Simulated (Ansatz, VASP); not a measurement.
## Two plane-wave programs on C

```
C
1.0
     1.22993    0.71010    3.33530
    -1.22993    0.71010    3.33530
     0.00000   -1.42021    3.33530
C
2
Direct
  0.16642 0.16642 0.16642
  0.83358 0.83358 0.83358
```

Alike in both runs: task relaxation of cell and atoms; functional PBEsol; k mesh 9 × 9 × 9; occupations gaussian, width 0.1 eV; no spin polarisation.

|  | VASP | Ansatz |
| --- | --- | --- |
| version | VASP 6.6.1 | Ansatz 0.2.0 |
| potentials or method | VASP PAW PBE potentials, release 64 (C), cutoff 600 eV | scalar-relativistic, plane waves, PAW |
| valence electrons in the cell | 8 | 8 |

```tsv
	VASP	Ansatz	Ansatz less VASP
gap on the k mesh at the Fermi level, each at its own relaxed structure (eV)	0.64	0.58	-0.066
relaxed volume (Å³/atom)	8.85	9.01	+0.159
relaxed cell length with the largest relative difference (Å)	3.664	3.723	+0.0591
```

VASP's potentials were made for PBE, not for PBEsol.
